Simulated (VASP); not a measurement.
Wanted: the native input for a VASP 6.6.1 run.

- Task: single point
- Functional: RPBE
- Potentials or basis: VASP PAW PBE potentials, release 64 (Ni, Al)
- Cutoff: 520 eV
- k mesh: 9 × 9 × 9
- Occupations: fermi-dirac, width 0.05 eV
- Spin: collinear spin, ferromagnetic start
- Starting moments: [1.0, 0.0] μB
- Dipole correction: no
- Further INCAR settings: ALGO = Normal; EDIFF = 1e-07; NBANDS = 18

The structure of AlNi lies in POSCAR:

```
AlNi
1.0
    2.8810000000      0.0000000000      0.0000000000
    0.0000000000      2.8810000000      0.0000000000
    0.0000000000      0.0000000000      2.8810000000
Ni Al
1 1
Direct
    0.5000000000      0.5000000000      0.5000000000
    0.0000000000      0.0000000000      0.0000000000
```

These files were run (other wordings do the same):

INCAR

```
  PREC = Accurate
  ENCUT = 520
  EDIFF = 1E-7
  ISMEAR = -1
  SIGMA = 0.05
  LREAL = False
  LASPH = True
  NELM = 150
  ALGO = Normal
  ISIF = 2
  LWAVE = False
  LCHARG = True
  ISPIN = 2
  MAGMOM = 1 0
  LORBIT = 11
  LMAXMIX = 4
  GGA = RP
  LELF = True
  LVHAR = True
  NBANDS = 18
```

KPOINTS

```
Automatic mesh
0
Gamma
  9 9 9
```

Potentials or basis: VASP PAW PBE potentials, release 64 (Ni, Al).

Command:

```console
$ cat potpaw_PBE.64/Ni/POTCAR potpaw_PBE.64/Al/POTCAR > POTCAR
$ mpirun -np 1 vasp_std > vasp.out
```

It gave:

```json
{
 "Pressure": "5.7 GPa",
 "Net moment": "0.00 μB per cell",
 "Valence electrons inside the program's atomic spheres": "Ni 9.45; Al 0.80"
}
```

Caveat: the PAW data sets were made with another functional, which shifts forces and pressure a little.

Run time: 11 s on 1 thread of Intel(R) Xeon(R) 6975P-C (Granite Rapids), with other jobs on the host, peak memory 0.16 GiB.
